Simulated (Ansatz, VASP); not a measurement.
One calculation of SnO2, two programs

Contents of POSCAR:

```
SnO2
1.0
    0.0000000000      0.0000000000     -3.2007107590
   -4.7598182097      0.0000000000      0.0000000000
   -3.5698636573      9.5201150501      0.0000000000
Sn O
4 8
Direct
    0.5000000000     -0.2136250000      0.9515000000
    0.5000000000      0.1613750000      0.4515000000
    1.0000000000     -0.1511250000      0.2015000000
    1.0000000000     -0.5261250000      0.7015000000
    0.0000000000      0.0532783030      0.8544791092
    0.0000000000      0.4282783030      0.3544791092
    0.5000000000     -0.4047530332      0.7985208908
    0.5000000000     -0.0297530332      0.2985208908
    0.5000000000      0.7275030332      0.1044791092
    0.5000000000      0.3525030332      0.6044791092
    1.0000000000      0.2694716970      0.0485208908
    1.0000000000     -0.1055283030      0.5485208908
```

The input INCAR.step1:

```
SYSTEM = SnO2
PREC = Accurate ; ENCUT = 520
ISMEAR = 0 ; SIGMA = 0.05
LREAL = .False. ; LASPH = .True.
NELM = 100 ; NBANDS = 64
GGA = PE ; ALGO = Normal
EDIFF = 1E-4 ; LWAVE = .True.
LCHARG = .False.
```

INCAR.step2

```
SYSTEM = SnO2
PREC = Accurate ; ENCUT = 520
EDIFF = 1E-6 ; ISMEAR = 0
SIGMA = 0.05 ; LREAL = .False.
LASPH = .True. ; NELM = 100
ALGO = Normal ; ISIF = 2
LWAVE = .False. ; LCHARG = .True.
METAGGA = R2SCAN ; LMIXTAU = .True.
LELF = .True. ; LVHAR = .True.
NBANDS = 64 ; ISTART = 1
```

The input KPOINTS:

```
Automatic mesh
0
Gamma
  8 6 3
  0 0 0
```

Input for Ansatz:

```yaml
crystal:
  lattice:
    - [0.0, 0.0, -3.200710759]
    - [-4.7598182097, 0.0, 0.0]
    - [-3.5698636573, 9.5201150501, 0.0]
  atoms:
    - { symbol: Sn, position: [0.5, -0.213625, 0.9515] }
    - { symbol: Sn, position: [0.5, 0.161375, 0.4515] }
    - { symbol: Sn, position: [1.0, -0.151125, 0.2015] }
    - { symbol: Sn, position: [1.0, -0.526125, 0.7015] }
    - { symbol: O, position: [0.0, 0.053278303, 0.8544791092] }
    - { symbol: O, position: [0.0, 0.428278303, 0.3544791092] }
    - { symbol: O, position: [0.5, -0.4047530332, 0.7985208908] }
    - { symbol: O, position: [0.5, -0.0297530332, 0.2985208908] }
    - { symbol: O, position: [0.5, 0.7275030332, 0.1044791092] }
    - { symbol: O, position: [0.5, 0.3525030332, 0.6044791092] }
    - { symbol: O, position: [1.0, 0.269471697, 0.0485208908] }
    - { symbol: O, position: [1.0, -0.105528303, 0.5485208908] }
basis:
  ecutwfc: 500
kpoints:
  mp_grid: { grid: [8, 6, 3] }
hamiltonian:
  xc: r2scan
scf:
  occupations: { method: gaussian, width: 0.05 }
output:
  forces: true
  stress: true
  eigenvalues: true
```

Alike in both runs: task single point; functional r2SCAN; k mesh 8 × 6 × 3; occupations gaussian, width 0.05 eV; no spin polarisation.

|  | VASP | Ansatz |
| --- | --- | --- |
| version | VASP 6.6.1 | Ansatz 0.2.0 |
| potentials or method | VASP PAW PBE potentials, release 64 (Sn_d, O), cutoff 520 eV | scalar-relativistic, plane waves, PAW |
| valence electrons in the cell | 104 | 104 |

|  | VASP | Ansatz | Ansatz less VASP |
| --- | --- | --- | --- |
| gap on the k mesh at the Fermi level (eV) | none | none | - |
| pressure (GPa) | 18.7 | 20.5 | +1.79 |
| traceless stress, the component that is largest in VASP (GPa) | 34.24 | 39.47 | +5.224 |
| rms of the force components (eV/Å) | 7.506 | 8.680 | +1.1743 |

VASP's potentials were made for PBE, not for r2SCAN. Atom by atom the forces differ by 1.184 eV/Å (rms over components). A gap of «none» marks a metal or a gap that the smearing closes. With one functional, cell and mesh, what is left measures potentials, basis and numerics.
